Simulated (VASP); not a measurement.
**HfB2: relaxation of cell and atoms with PBEsol**

The system is HfB2.

```xyz
3
Lattice="3.1400 0.0000 0.0000 -1.5700 2.7193 0.0000 0.0000 0.0000 3.4800" Properties=species:S:1:pos:R:3 pbc="T T T"
Hf    0.0000    0.0000    0.0000
B     0.0000    1.8129    1.7400
B     1.5700    0.9064    1.7400
```

* Program: VASP 6.6.1
* Task: relaxation of cell and atoms
* Functional: PBEsol
* Potentials or basis: VASP PAW PBE potentials, release 64 (Hf_pv, B)
* Cutoff: 600 eV
* k mesh: 10 × 10 × 8
* Occupations: fermi-dirac, width 0.05 eV
* Spin: no spin polarisation
* Target pressure: 20 GPa
* Dipole correction: no
* Further INCAR settings: ALGO = Normal; EDIFF = 1e-06; IBRION = 2; EDIFFG = -0.01; NSW = 80; ISIF = 3

The relaxed volume is 9.11 Å³/atom and the relaxed cell is a = 3.061 Å, b = 3.061 Å, c = 3.367 Å, α = 90.00°, β = 90.00°, γ = 120.00°. The space group after relaxing (to 0.05 Å) is P6/mmm (No. 191), the energy change on relaxing (the enthalpy is what falls) is +34.4 meV/atom and the ionic steps are 9. The pressure after relaxing is 20.0 GPa and the band gap on the k mesh is zero (band 8 reaches 8.76 eV, above the bottom of band 9 at 7.93 eV).

Step by step:
| step | energy change (eV) | largest force (eV/Å) | pressure (GPa) | volume (Å³) |
| --- | --- | --- | --- | --- |
| 1 | 0.0000 | 0.0000 | -4.46 | 29.71 |
| 2 | 1.2099 | 0.0000 | 83.79 | 23.67 |
| 3 | 0.0913 | 0.0000 | 18.83 | 27.43 |
| 4 | 0.1013 | 0.0000 | 19.81 | 27.35 |
| 5 | 0.1070 | 0.0000 | 20.38 | 27.30 |
| 6 | 0.1074 | 0.0000 | 20.43 | 27.29 |
| 7 | 0.1073 | 0.0000 | 20.42 | 27.29 |
| 8 | 0.0972 | 0.0000 | 19.40 | 27.37 |
| 9 | 0.1031 | 0.0000 | 19.99 | 27.32 |

Final structure:
```xyz
3
Lattice="3.0609 0.0000 0.0000 -1.5305 2.6509 0.0000 0.0000 0.0000 3.3675" Properties=species:S:1:pos:R:3 pbc="T T T"
Hf    0.0000    0.0000    0.0000
B     0.0000    1.7672    1.6837
B     1.5305    0.8836    1.6837
```

Levels at points of the mesh, in eV from the Fermi level:
```
           k point  band 4  band 5  band 6  band 7  band 8  band 9  band 10  band 11  band 12
(0.00, 0.00, 0.00)  -14.04   -3.08   -2.98   -2.98   -2.49    4.57     4.57     5.35     5.35
(0.50, 0.00, 0.00)  -10.05   -8.88   -4.24   -3.36   -3.01    2.51     3.12     6.40     6.40
(0.00, 0.00, 0.50)  -11.17   -8.55   -1.07   -1.07    0.39    0.39     1.18     1.18     2.73
(0.50, 0.00, 0.50)  -10.58   -7.39   -5.16   -4.88   -2.32    4.64     4.89     7.04     8.33
```

It took 65 s on 1 thread of Intel(R) Xeon(R) 6975P-C (Granite Rapids), on a shared host, peak memory 0.19 GiB.

Caveat: the cell is relaxed towards a set pressure, so the enthalpy falls and the energy may rise; the PAW data sets were made with another functional, which shifts forces and pressure a little; spin-orbit coupling is left out, which moves the levels of the heavy elements.
